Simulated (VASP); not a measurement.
# Se (P3_121) in VASP: notebook, part 2 of 2

VASP 6.6.1.

## 4. Electric field gradients, PBEsol (equal xx and yy strain of +2 %)

INCAR reads:

```
SYSTEM = Se
PREC     = Accurate       ! precision mode
ENCUT    = 520            ! plane-wave cutoff, eV
EDIFF    = 1E-8           ! SCF threshold, eV
ISMEAR   = -1             ! smearing method
SIGMA    = 0.03           ! smearing width, eV
LREAL    = .FALSE.        ! projectors in reciprocal space
LASPH    = .TRUE.         ! aspherical terms in the spheres
NELM     = 80             ! most SCF steps
ALGO     = Normal         ! electronic algorithm
ISIF     = 2              ! what is computed and relaxed
LWAVE    = .FALSE.        ! write WAVECAR
LCHARG   = .FALSE.        ! write CHGCAR
GGA      = PS             ! functional
LEFG     = .TRUE.       
NBANDS   = 16             ! bands
```

KPOINTS reads:

```
regular mesh
0
G
  6 6 5
  0 0 0
```

POSCAR reads:

```
Se
1.0
    4.4535239479      0.0000000000      0.0000000000
   -2.2267619740      3.8568648753      0.0000000000
    0.0000000000      0.0000000000      4.9536000000
Se
3
Direct
    0.2254000000      0.0000000000      0.3333333333
    0.0000000000      0.2254000000      0.6666666667
    0.7746000000      0.7746000000      0.0000000000
```

Potentials or basis: VASP PAW PBE potentials, release 64 (Se).

The run is started by

```sh
$ cat potpaw_PBE.64/Se/POTCAR > POTCAR
$ mpirun -np 1 vasp_std > vasp.out
```

OUTCAR:

```text
SYSTEM = Se
   PREC = Accurate
   ENCUT = 520
   EDIFF = 1E-8
   ISMEAR = -1
   LREAL = .FALSE.
   LASPH = .TRUE.
   NELM = 80
   ISIF = 2
   GGA = PS

 ion  position               nearest neighbor table
   1  0.225  0.000  0.333-   3 2.40   2 2.40
   2  0.000  0.225  0.667-   3 2.40   1 2.40
   3  0.775  0.775  0.000-   1 2.40   2 2.40

  LATTYP: Found a hexagonal cell.
 ALAT       =     4.4535239479
 C/A-ratio  =     1.1122877205

  Lattice vectors:

 A1 = (   4.4535239479,   0.0000000000,   0.0000000000)
[... 676 lines left out ...]

  energy  without entropy=      -11.4665029935  energy(sigma->0) =      -11.46650299

 Electric field gradients (V/A^2)
---------------------------------------------------------------------
 ion       V_xx      V_yy      V_zz      V_xy      V_xz      V_yz
---------------------------------------------------------------------
   1     173.364  -331.813   158.448    -0.000    -0.000   336.896
   2    -205.518    47.070   158.448  -218.748  -291.761  -168.448
   3    -205.518    47.070   158.448   218.748   291.761  -168.448
---------------------------------------------------------------------

 Electric field gradients after diagonalization (V/A^2)
 (convention: |V_zz| > |V_xx| > |V_yy|)
----------------------------------------------------------------------
 ion       V_xx      V_yy      V_zz     asymmetry (V_yy - V_xx)/ V_zz
----------------------------------------------------------------------
   1     329.957   173.364  -503.321       0.311
   2     329.957   173.364  -503.321       0.311
   3     329.956   173.364  -503.321       0.311
----------------------------------------------------------------------

           NMR quadrupolar parameters

 Cq : quadrupolar parameter    Cq=e*Q*V_zz/h
 eta: asymmetry parameters     (V_yy - V_xx)/ V_zz
 Q  : nuclear electric quadrupole moment in mb (millibarn)
----------------------------------------------------------------------
 ion       Cq(MHz)       eta       Q (mb)
----------------------------------------------------------------------
   1      -1.217       0.311       1.000
   2      -1.217       0.311       1.000
   3      -1.217       0.311       1.000
----------------------------------------------------------------------
```

OSZICAR:

```text
N       E                     dE             d eps       ncg     rms          rms(c)
DAV:   1     0.797281489765E+02    0.79728E+02   -0.70933E+03   864   0.922E+02
DAV:   2    -0.638866332467E+01   -0.86117E+02   -0.82014E+02  1152   0.154E+02
DAV:   3    -0.115360841144E+02   -0.51474E+01   -0.51305E+01  1104   0.424E+01
DAV:   4    -0.115709911822E+02   -0.34907E-01   -0.34903E-01  1120   0.416E+00
DAV:   5    -0.115712406623E+02   -0.24948E-03   -0.24948E-03  1112   0.348E-01    0.665E+00
DAV:   6    -0.114965859734E+02    0.74655E-01   -0.35751E-02  1064   0.115E+00    0.408E+00
DAV:   7    -0.114670755546E+02    0.29510E-01   -0.72579E-02  1056   0.160E+00    0.187E-01
DAV:   8    -0.114664248189E+02    0.65074E-03   -0.79052E-03   968   0.534E-01    0.813E-02
DAV:   9    -0.114664896906E+02   -0.64872E-04   -0.23269E-04  1192   0.986E-02    0.266E-02
DAV:  10    -0.114665018288E+02   -0.12138E-04   -0.26398E-05  1064   0.332E-02    0.583E-03
DAV:  11    -0.114665030315E+02   -0.12028E-05   -0.41340E-06  1144   0.118E-02    0.356E-03
DAV:  12    -0.114665029958E+02    0.35767E-07   -0.80858E-07  1120   0.552E-03    0.661E-04
DAV:  13    -0.114665029918E+02    0.40136E-08   -0.11702E-07  1152   0.189E-03    0.299E-04
DAV:  14    -0.114665029936E+02   -0.18646E-08   -0.10490E-08   816   0.633E-04
   1 F= -.11466503E+02 E0= -.11466503E+02  d E =-.965047E-10
```

It used 34 s of CPU time on 1 thread of Intel Xeon 6975P-C, on a shared host.

Results:

* Free energy: -11.4665 eV
* Pressure: -1.4 GPa
* Largest force: 0.052 eV/Å
* Band gap on the k mesh: 1.23 eV, indirect (least direct gap 1.53 eV)

Forces in eV/Å, atoms in the order of the input:
```
Se  -0.052  0.000  0.000
Se   0.026 -0.045  0.000
Se   0.026  0.045  0.000
```

Electric field gradients, principal values (V/Å²):
```
atom    least   middle  greatest (by size)
1 Se  173.364  329.957            -503.321
2 Se  173.364  329.957            -503.321
3 Se  173.364  329.956            -503.321
```

Caveat: the cell differs from its parent crystal (equal xx and yy strain of +2 %); without QUAD_EFG the Cq values of the log hold for a quadrupole moment of 1 mb, not for the nuclei; the PAW data sets were made with another functional, which shifts forces and pressure a little.

## 5. Electric field gradients, PBEsol (volume scaled by 0.98)

INCAR reads:

```
SYSTEM = Se
PREC = Accurate
ENCUT = 520
EDIFF = 1E-8
ISMEAR = -1
SIGMA = 0.03
LREAL = .FALSE.
LASPH = .TRUE.
NELM = 80
ALGO = Normal
ISIF = 2
LWAVE = .FALSE.
LCHARG = .FALSE.
GGA = PS
LEFG = .TRUE.
NBANDS = 16
```

KPOINTS is that of step 4.

POSCAR reads:

```
Se
1.0
    4.3368957106      0.0000000000      0.0000000000
   -2.1684478553      3.7558618590      0.0000000000
    0.0000000000      0.0000000000      4.9203533607
Se
3
Direct
    0.2254000000      0.0000000000      0.3333333333
    0.0000000000      0.2254000000      0.6666666667
    0.7746000000      0.7746000000      0.0000000000
```

Potentials or basis: VASP PAW PBE potentials, release 64 (Se).

The run is started by

```sh
$ cat potpaw_PBE.64/Se/POTCAR > POTCAR
$ mpirun -np 1 vasp_std > vasp.out
```

OUTCAR:

```text
SYSTEM = Se
   PREC = Accurate
   ENCUT = 520
   EDIFF = 1E-8
   ISMEAR = -1
   LREAL = .FALSE.
   LASPH = .TRUE.
   NELM = 80
   ISIF = 2
   GGA = PS

 ion  position               nearest neighbor table
   1  0.225  0.000  0.333-   3 2.36   2 2.36
   2  0.000  0.225  0.667-   3 2.36   1 2.36
   3  0.775  0.775  0.000-   1 2.36   2 2.36

  LATTYP: Found a hexagonal cell.
 ALAT       =     4.3368957106
 C/A-ratio  =     1.1345334749

  Lattice vectors:

 A1 = (   4.3368957106,   0.0000000000,   0.0000000000)
[... 675 lines left out ...]

  energy  without entropy=      -11.4760440888  energy(sigma->0) =      -11.47604409

 Electric field gradients (V/A^2)
---------------------------------------------------------------------
 ion       V_xx      V_yy      V_zz      V_xy      V_xz      V_yz
---------------------------------------------------------------------
   1     158.664  -327.025   168.362    -0.000     0.000   319.950
   2    -205.603    37.241   168.362  -210.310  -277.085  -159.975
   3    -205.603    37.241   168.361   210.309   277.085  -159.975
---------------------------------------------------------------------

 Electric field gradients after diagonalization (V/A^2)
 (convention: |V_zz| > |V_xx| > |V_yy|)
----------------------------------------------------------------------
 ion       V_xx      V_yy      V_zz     asymmetry (V_yy - V_xx)/ V_zz
----------------------------------------------------------------------
   1     325.291   158.664  -483.955       0.344
   2     325.291   158.664  -483.955       0.344
   3     325.291   158.663  -483.955       0.344
----------------------------------------------------------------------

           NMR quadrupolar parameters

 Cq : quadrupolar parameter    Cq=e*Q*V_zz/h
 eta: asymmetry parameters     (V_yy - V_xx)/ V_zz
 Q  : nuclear electric quadrupole moment in mb (millibarn)
----------------------------------------------------------------------
 ion       Cq(MHz)       eta       Q (mb)
----------------------------------------------------------------------
   1      -1.170       0.344       1.000
   2      -1.170       0.344       1.000
   3      -1.170       0.344       1.000
----------------------------------------------------------------------
```

OSZICAR:

```text
N       E                     dE             d eps       ncg     rms          rms(c)
DAV:   1     0.816425867744E+02    0.81643E+02   -0.73134E+03   864   0.940E+02
DAV:   2    -0.634639372878E+01   -0.87989E+02   -0.83283E+02  1168   0.154E+02
DAV:   3    -0.115418573559E+02   -0.51955E+01   -0.51777E+01  1080   0.428E+01
DAV:   4    -0.115761003505E+02   -0.34243E-01   -0.34240E-01  1112   0.416E+00
DAV:   5    -0.115763348287E+02   -0.23448E-03   -0.23447E-03  1112   0.338E-01    0.730E+00
DAV:   6    -0.115047229001E+02    0.71612E-01   -0.34940E-02  1040   0.115E+00    0.449E+00
DAV:   7    -0.114767702480E+02    0.27953E-01   -0.71132E-02  1000   0.159E+00    0.193E-01
DAV:   8    -0.114759766635E+02    0.79358E-03   -0.82777E-03   984   0.554E-01    0.892E-02
DAV:   9    -0.114760296012E+02   -0.52938E-04   -0.24922E-04  1216   0.100E-01    0.294E-02
DAV:  10    -0.114760430692E+02   -0.13468E-04   -0.24476E-05  1040   0.324E-02    0.598E-03
DAV:  11    -0.114760442653E+02   -0.11961E-05   -0.46993E-06  1168   0.128E-02    0.331E-03
DAV:  12    -0.114760441076E+02    0.15772E-06   -0.10074E-06  1112   0.625E-03    0.813E-04
DAV:  13    -0.114760440941E+02    0.13444E-07   -0.16090E-07  1128   0.224E-03    0.326E-04
DAV:  14    -0.114760440889E+02    0.52218E-08   -0.13957E-08   904   0.723E-04
   1 F= -.11476044E+02 E0= -.11476044E+02  d E =-.121854E-09
```

Wall time 27 s (1 thread of Intel Xeon Platinum 8375C at 2.90GHz (Ice Lake), shared host); peak memory 0.19 GiB.

What came out:

- Free energy: -11.4760 eV
- Pressure: 1.6 GPa
- Largest force: 0.551 eV/Å
- Band gap on the k mesh: 1.22 eV, indirect (least direct gap 1.50 eV)

Forces in eV/Å, atoms in the order of the input:
```
Se   0.551  0.000  0.000
Se  -0.275  0.477  0.000
Se  -0.275 -0.477  0.000
```

Electric field gradients, principal values (V/Å²):
| atom | least | middle | greatest (by size) |
| --- | --- | --- | --- |
| 1 Se | 158.664 | 325.291 | -483.955 |
| 2 Se | 158.664 | 325.291 | -483.955 |
| 3 Se | 158.663 | 325.291 | -483.955 |

Caveat: without QUAD_EFG the Cq values of the log hold for a quadrupole moment of 1 mb, not for the nuclei; the PAW data sets were made with another functional, which shifts forces and pressure a little.

## 6. Overview

```tsv
cell	gap on the mesh (eV)	pressure (GPa)	largest force (eV/Å)
a = 4.323, b = 4.323, c = 4.954 Å, angles 90.0, 90.0, 120.0°, 3 atoms	1.24	1.3	0.53
a = 4.454, b = 4.454, c = 4.954 Å, angles 90.0, 90.0, 120.0°, 3 atoms	1.23	-1.4	0.05
a = 4.337, b = 4.337, c = 4.920 Å, angles 90.0, 90.0, 120.0°, 3 atoms	1.22	1.6	0.55
```

Alike in all rows: task electric field gradients; level PBEsol; potentials or basis VASP PAW PBE potentials, release 64 (Se); no spin polarisation; k mesh 6 × 6 × 5; cutoff (eV) 520; smearing fermi-dirac 0.03 eV.

Caveats: the PAW data sets were made with another functional, which shifts forces and pressure a little.

Absolute energies hang on the potentials; compare differences alone.
